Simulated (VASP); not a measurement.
# ZrC (Fm-3m) in VASP: notebook, part 2 of 2

VASP 6.6.1. Earlier steps stand in the parts before.

### Step 3. Single point, PBE (volume scaled by 0.99)

Input file INCAR:

```
ALGO = Normal
EDIFF = 1E-7
ENCUT = 520
GGA = PE
ISIF = 2
ISMEAR = -1
LASPH = T
LCHARG = F
LREAL = F
LWAVE = F
NBANDS = 15
NELM = 100
PREC = Accurate
SIGMA = 0.05
```

Input file KPOINTS:

```
k-points
0
Gamma
  15 15 15
```

Input file POSCAR:

```
ZrC
1.0
    0.0000000000      2.3423497072      2.3423497072
    2.3423497072      0.0000000000      2.3423497072
    2.3423497072      2.3423497072      0.0000000000
Zr C
1 1
Direct
    0.5000000000      0.5000000000      0.5000000000
    0.0000000000      0.0000000000      0.0000000000
```

Potentials or basis: VASP PAW PBE potentials, release 64 (Zr_sv, C).

Run with:

```sh
cat potpaw_PBE.64/Zr_sv/POTCAR potpaw_PBE.64/C/POTCAR > POTCAR
mpirun -np 1 vasp_std > vasp.out
```

OUTCAR:

```text
EDIFF = 1E-7
   ENCUT = 520
   GGA = PE
   ISIF = 2
   ISMEAR = -1
   LASPH = T
   LREAL = F
   NELM = 100
   PREC = Accurate

 ion  position               nearest neighbor table
   1  0.500  0.500  0.500-   2 2.34   2 2.34   2 2.34   2 2.34   2 2.34   2 2.34
   2  0.000  0.000  0.000-   1 2.34   1 2.34   1 2.34   1 2.34   1 2.34   1 2.34

  LATTYP: Found a face centered cubic cell.
 ALAT       =     4.6846994144

  Lattice vectors:

[... 616 lines left out ...]

 [... further k-points ...]

------------------------ aborting loop because EDIFF is reached ----------------------------------------

  FORCE on cell =-STRESS in cart. coord.  units (eV):
  Direction    XX          YY          ZZ          XY          YZ          ZX
  --------------------------------------------------------------------------------------
  -------------------------------------------------------------------------------------
  Total        0.6030839      0.6030839      0.6030839     -0.0000000      0.0000000      0.0000000
  in kB       37.5926674     37.5926674     37.5926674     -0.0000000      0.0000000      0.0000000
  external PRESSURE =      37.5926674 kB  Pullay stress =       0.0000000 kB

 VOLUME and BASIS-vectors are now :
 -----------------------------------------------------------------------------
  energy-cutoff  :      520.00
  volume of cell :       25.70
      direct lattice vectors                 reciprocal lattice vectors
     0.000000000  2.342349707  2.342349707    -0.213460867  0.213460867  0.213460867
     2.342349707  0.000000000  2.342349707     0.213460867 -0.213460867  0.213460867
     2.342349707  2.342349707  0.000000000     0.213460867  0.213460867 -0.213460867

 POSITION                                       TOTAL-FORCE (eV/Angst)
 -----------------------------------------------------------------------------------
      2.34235      2.34235      2.34235        -0.000000     -0.000000     -0.000000
      0.00000      0.00000      0.00000         0.000000      0.000000      0.000000
 -----------------------------------------------------------------------------------
    total drift:                                0.000000      0.000000      0.000000

  FREE ENERGIE OF THE ION-ELECTRON SYSTEM (eV)
  ---------------------------------------------------
  free  energy   TOTEN  =       -19.4578060997 eV

  energy  without entropy=      -19.4553133185  energy(sigma->0) =      -19.45655971
```

stdout:

```text
POSCAR found type information on POSCAR ZrC
 POSCAR found :  2 types and       2 ions
 scaLAPACK will be used
 LDA part: xc-table for (Slater+PW92), standard interpolation
 POSCAR, INCAR and KPOINTS ok, starting setup
 FFT: planning ... GRIDC
 FFT: planning ... GRID_SOFT
 FFT: planning ... GRID
 WAVECAR not read
 entering main loop
```

It took 24 s on 1 thread of Intel Xeon 6975P-C (Granite Rapids), shared host; peak memory 0.18 GiB.

What came out:

```yaml
Free_energy: -19.4578 eV
Pressure: 3.8 GPa
Band_gap_on_the_k_mesh: zero (band 8 reaches 10.67 eV, above the bottom of band 9 at 9.36 eV)
```

Levels at points of the mesh, in eV from the Fermi level:
```tsv
k point	band 5	band 6	band 7	band 8	band 9	band 10	band 11	band 12
(0.00, 0.00, 0.00)	-11.33	0.94	0.94	0.94	1.11	1.11	1.11	2.85
```

### Step 4. Single point, PBE (volume scaled by 1.01)

Input file INCAR:

```
PREC = Accurate
ENCUT = 520
EDIFF = 1E-6
ISMEAR = -1
SIGMA = 0.05
LREAL = False
LASPH = True
NELM = 60
ALGO = Normal
ISIF = 2
LWAVE = False
LCHARG = False
GGA = PE
NBANDS = 15
```

Input file KPOINTS:

```
Automatic mesh
0
Gamma
  15 15 15
```

Input file POSCAR:

```
ZrC
1.0
    0.0000000000      2.3580180640      2.3580180640
    2.3580180640      0.0000000000      2.3580180640
    2.3580180640      2.3580180640      0.0000000000
Zr C
1 1
Direct
    0.5000000000      0.5000000000      0.5000000000
    0.0000000000      0.0000000000      0.0000000000
```

Run with:

```sh
cat potpaw_PBE.64/Zr_sv/POTCAR potpaw_PBE.64/C/POTCAR > POTCAR
mpirun -np 1 vasp_std > vasp.out
```

Wall time 24 s (1 thread of Intel Xeon 6975P-C (Granite Rapids), shared host); peak memory 0.18 GiB.

Results (log left out):

```
Free energy            : -19.4628 eV
Pressure               : -0.8 GPa
Band gap on the k mesh : zero (band 8 reaches 10.43 eV, above the bottom of band 9 at 9.13 eV)
```

Levels at points of the mesh, in eV from the Fermi level:
| k point | band 5 | band 6 | band 7 | band 8 | band 9 | band 10 | band 11 | band 12 |
| --- | --- | --- | --- | --- | --- | --- | --- | --- |
| (0.00, 0.00, 0.00) | -11.26 | 0.94 | 0.94 | 0.94 | 1.10 | 1.10 | 1.10 | 2.79 |

### Step 5. Single point, PBE (volume scaled by 1.02)

Input file INCAR:

```
ALGO = Normal
EDIFF = 1E-7
ENCUT = 520
GGA = PE
ISIF = 2
ISMEAR = -1
LASPH = T
LCHARG = F
LREAL = F
LWAVE = F
NBANDS = 15
NELM = 80
PREC = Accurate
SIGMA = 0.05
```

Input file KPOINTS:

```
k-points
0
Gamma
  15 15 15
```

Input file POSCAR:

```
ZrC
1.0
    0.0000000000      2.3657747582      2.3657747582
    2.3657747582      0.0000000000      2.3657747582
    2.3657747582      2.3657747582      0.0000000000
Zr C
1 1
Direct
    0.5000000000      0.5000000000      0.5000000000
    0.0000000000      0.0000000000      0.0000000000
```

Run with:

```sh
cat potpaw_PBE.64/Zr_sv/POTCAR potpaw_PBE.64/C/POTCAR > POTCAR
mpirun -np 1 vasp_std > vasp.out
```

Run time: 23 s. Hardware: 1 thread of Intel Xeon 6975P-C (Granite Rapids), shared host; peak memory 0.19 GiB.

The run converged. Its results:

```
Free energy            : -19.4599 eV
Pressure               : -2.9 GPa
Band gap on the k mesh : zero (band 8 reaches 10.32 eV, above the bottom of band 9 at 9.02 eV)
```

Levels at points of the mesh, in eV from the Fermi level:
```csv
k point,band 4,band 5,band 6,band 7,band 8,band 9,band 10,band 11,band 12,band 13
"(0.00, 0.00, 0.00)",-25.89,-11.23,0.94,0.94,0.94,1.10,1.10,1.10,2.77,2.77
```

### Step 6. Single point, PBE (volume scaled by 1.03)

Input file INCAR:

```
SYSTEM = ZrC
PREC     = Accurate       ! precision mode
ENCUT    = 520            ! plane-wave cutoff, eV
EDIFF    = 1E-7           ! SCF threshold, eV
ISMEAR   = -1             ! smearing method
SIGMA    = 0.05           ! smearing width, eV
LREAL    = .False.        ! projectors in reciprocal space
LASPH    = .True.         ! aspherical terms in the spheres
NELM     = 80             ! most SCF steps
ALGO     = Normal         ! electronic algorithm
ISIF     = 2              ! what is computed and relaxed
LWAVE    = .False.        ! write WAVECAR
LCHARG   = .False.        ! write CHGCAR
GGA      = PE             ! functional
NBANDS   = 15             ! bands
```

Input file KPOINTS:

```
regular mesh
0
Gamma
  15 15 15
  0 0 0
```

Input file POSCAR:

```
ZrC
1.0
    0.0000000000      2.3734809194      2.3734809194
    2.3734809194      0.0000000000      2.3734809194
    2.3734809194      2.3734809194      0.0000000000
Zr C
1 1
Direct
    0.5000000000      0.5000000000      0.5000000000
    0.0000000000      0.0000000000      0.0000000000
```

Potentials or basis: VASP PAW PBE potentials, release 64 (Zr_sv, C).

Run with:

```sh
cat potpaw_PBE.64/Zr_sv/POTCAR potpaw_PBE.64/C/POTCAR > POTCAR
mpirun -np 1 vasp_std > vasp.out
```

Run time: 25 s. Hardware: 1 thread of Intel Xeon 6975P-C (Granite Rapids), shared host; peak memory 0.18 GiB.

Results (log left out):

```
Free energy            : -19.4537 eV
Pressure               : -4.9 GPa
Band gap on the k mesh : zero (band 8 reaches 10.20 eV, above the bottom of band 9 at 8.91 eV)
```

Levels at points of the mesh, in eV from the Fermi level:
| k point | band 5 | band 6 | band 7 | band 8 | band 9 | band 10 | band 11 | band 12 |
| --- | --- | --- | --- | --- | --- | --- | --- | --- |
| (0.00, 0.00, 0.00) | -11.19 | 0.94 | 0.94 | 0.94 | 1.09 | 1.09 | 1.09 | 2.74 |

### Step 7. The runs side by side

```csv
cell,gap on the mesh (eV),pressure (GPa)
"a = 3.301 Å, angles 60.0°, 2 atoms",none,6.2
"a = 3.313 Å, angles 60.0°, 2 atoms",none,3.8
"a = 3.335 Å, angles 60.0°, 2 atoms",none,-0.8
"a = 3.346 Å, angles 60.0°, 2 atoms",none,-2.9
"a = 3.357 Å, angles 60.0°, 2 atoms",none,-4.9
```

Alike in all rows: task single point; level PBE; potentials or basis VASP PAW PBE potentials, release 64 (Zr_sv, C); no spin polarisation; k mesh 15 × 15 × 15; cutoff (eV) 520; smearing fermi-dirac 0.05 eV.

Total energies depend on the potentials used, so only differences within one code and one set of settings carry meaning.
